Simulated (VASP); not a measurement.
A run of VASP 6.6.1 is set up as follows.

The input INCAR:

```
ALGO     = Normal         # electronic algorithm
EDIFF    = 1E-8           # SCF threshold, eV
ENCUT    = 600            # plane-wave cutoff, eV
GGA      = CA             # functional
GGA_COMPAT= False        
IBRION   = 8              # ionic algorithm
ISIF     = 2              # what is computed and relaxed
ISMEAR   = 0              # smearing method
LASPH    = True           # aspherical terms in the spheres
LCHARG   = False          # write CHGCAR
LEPSILON = True           # dielectric tensor by DFPT
LREAL    = False          # projectors in reciprocal space
LWAVE    = False          # write WAVECAR
NELM     = 120            # most SCF steps
NSW      = 1              # ionic steps
PREC     = Accurate       # precision mode
SIGMA    = 0.01           # smearing width, eV
```

The input KPOINTS:

```
k-points
0
Gamma
  10 10 10
```

The input POSCAR:

```
AlN
1.0
    0.0000000000      2.0051368252      2.0051368252
    2.0051368252      0.0000000000      2.0051368252
    2.0051368252      2.0051368252      0.0000000000
Al N
1 1
Direct
    0.5000000000      0.5000000000      0.5000000000
    0.0000000000      0.0000000000      0.0000000000
```

Potentials or basis: VASP PAW LDA potentials, release 64 (Al, N).

Launch:

```sh
$ cat potpaw_LDA.64/Al/POTCAR potpaw_LDA.64/N/POTCAR > POTCAR
$ mpirun -np 1 vasp_std > vasp.out
```

(1) What does it give for the electronic dielectric tensor (diagonal)?

(2) What does it give for the Born charges (mean of the diagonal)?

(3) Estimate the highest phonon frequency at Γ, LO-TO splitting left out.

## Answers

(1) 5.03.

(2) Al +2.94; N -2.94 e.

(3) 485 cm⁻¹.
